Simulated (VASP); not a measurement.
Wanted: the native input for a VASP 6.6.1 run.

```yaml
Task: single point
Functional: PBEsol
Potentials_or_basis: VASP PAW PBE potentials, release 64 (Gd)
Cutoff: 520 eV
k_mesh: 10 × 10 × 10
Occupations: fermi-dirac, width 0.05 eV
Spin: collinear spin, ferromagnetic start
Starting_moments: "[9.1] μB"
Dipole_correction: no
Further_INCAR_settings: ALGO = Normal; EDIFF = 1e-07; NBANDS = 19
```

The structure of Gd lies in POSCAR:

```
Gd
1.0
    0.0000000000      2.6198468364      2.6198468364
    2.6198468364      0.0000000000      2.6198468364
    2.6198468364      2.6198468364      0.0000000000
Gd
1
Direct
    0.0000000000      0.0000000000      0.0000000000
```

The input as run:

INCAR

```
SYSTEM = Gd
PREC = Accurate ; ENCUT = 520
EDIFF = 1E-7 ; ISMEAR = -1
SIGMA = 0.05 ; LREAL = .FALSE.
LASPH = .TRUE. ; NELM = 150
ALGO = Normal ; ISIF = 2
LWAVE = .FALSE. ; LCHARG = .FALSE.
ISPIN = 2 ; MAGMOM = 9.1
LORBIT = 11 ; LMAXMIX = 6
GGA = PS ; NBANDS = 19
```

KPOINTS

```
regular mesh
0
G
  10 10 10
  0 0 0
```

Potentials or basis: VASP PAW PBE potentials, release 64 (Gd).

Run with:

```sh
$ cat potpaw_PBE.64/Gd/POTCAR > POTCAR
$ mpirun -np 1 vasp_std > vasp.out
```

It gave:

```
Pressure                                              : -4.1 GPa
Net moment                                            : 7.56 μB per cell
Site moments                                          : Gd +6.95 μB
Valence electrons inside the program's atomic spheres : Gd 15.15
```

Caveat: the PAW data sets were made with another functional, which shifts forces and pressure a little.

Wall time 120 s on 1 thread of Intel(R) Xeon(R) Platinum 8259CL CPU @ 2.50GHz (Skylake/Cascade Lake), with other jobs on the host, peak memory 0.21 GiB.
